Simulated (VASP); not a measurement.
Input of a VASP 6.6.1 run:

The input INCAR:

```
ALGO = Normal ; EDIFF = 1E-6
ENCUT = 500 ; GGA = PE
GGA_COMPAT = F ; ISIF = 2
ISMEAR = 0 ; LASPH = T
LCHARG = T ; LELF = T
LREAL = F ; LVHAR = T
LWAVE = F ; NBANDS = 19
NELM = 120 ; PREC = Accurate
SIGMA = 0.2
```

Contents of KPOINTS:

```
k-points
0
Gamma
  5 5 4
```

The input POSCAR:

```
B5P
1.0
    3.6485100328      0.0000000026      0.0000000000
   -1.8242550186      3.1597023730      0.0000000000
    0.0000000000      0.0000000000      3.8666000756
B P
5 1
Direct
    0.6666666667      0.3333333333      0.7385727211
    0.6666666667      0.3333333333      0.2614272789
    0.0000000000      0.0000000000      0.2615361265
    0.0000000000      0.0000000000      0.7384638735
    0.3333333333      0.6666666667      0.5000000000
    0.3333333333      0.6666666667      0.0000000000
```

Potentials or basis: VASP PAW PBE potentials, release 64 (B, P).

The run is started by

```sh
$ cat potpaw_PBE.64/B/POTCAR potpaw_PBE.64/P/POTCAR > POTCAR
$ mpirun -np 1 vasp_std > vasp.out
```

Predict the pressure.

0.0 GPa.

What does it give for the largest force?

0.008 eV/Å.

What does it give for the band gap on the k mesh?

Zero (band 10 reaches 11.93 eV, above the bottom of band 11 at 6.99 eV).

Forces on the atoms (eV/Å):
```
B    0.000  0.000  0.006
B    0.000  0.000 -0.006
B    0.000  0.000 -0.008
B    0.000  0.000  0.008
B    0.000  0.000  0.000
P    0.000  0.000  0.000
```

Caveat: the k points lie up to 0.41 Å⁻¹ apart.
